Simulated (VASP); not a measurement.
A run of VASP 6.6.1:

Contents of INCAR:

```
SYSTEM = SnO2
PREC = Accurate ; ENCUT = 600
EDIFF = 1E-6 ; ISMEAR = -1
SIGMA = 0.01 ; LREAL = .False.
LASPH = .True. ; NELM = 120
ALGO = Normal ; ISIF = 2
LWAVE = .False. ; LCHARG = .False.
GGA = PE ; ISYM = 0
NBANDS = 64 ; GGA_COMPAT = .False.
```

File KPOINTS:

```
Automatic mesh
0
Gamma
  4 4 4
  0.5 0.5 0.5
```

The input POSCAR:

```
SnO2
1.0
    0.0000000000      4.8274600300      3.2379533400
    4.8274600300      0.0000000000      3.2379533400
    4.8274600300      4.8274600300      0.0000000000
Sn O
4 8
Direct
    0.2500000000      0.2500000000      0.2500000000
    0.7500000000      0.7500000000      0.7500000000
    0.0000000000      0.0000000000      0.0000000000
    0.5000000000      0.5000000000      0.5000000000
    0.0568734611      0.4431265389      0.7500000000
    0.5568734611      0.9431265389      0.2500000000
    0.4431265389      0.0568734611      0.7500000000
    0.9431265389      0.5568734611      0.2500000000
    0.0000000000      0.0000000000      0.3068734611
    0.5000000000      0.5000000000      0.8068734611
    0.0000000000      0.0000000000      0.6931265389
    0.5000000000      0.5000000000      0.1931265389
```

Potentials or basis: VASP PAW PBE potentials, release 64 (Sn_d, O).

Run with:

```console
$ cat potpaw_PBE.64/Sn_d/POTCAR potpaw_PBE.64/O/POTCAR > POTCAR
$ mpirun -np 1 vasp_std > vasp.out
```

Hardware: 1 thread of Intel Xeon 8259CL, with other jobs on the host.

**Question.** How long does it take, and how much memory?

**Answer.** It took 32 min on 1 thread of Intel Xeon 8259CL (shared host), peak memory 1.1 GiB. Counts: scf iterations 14, k points 128.
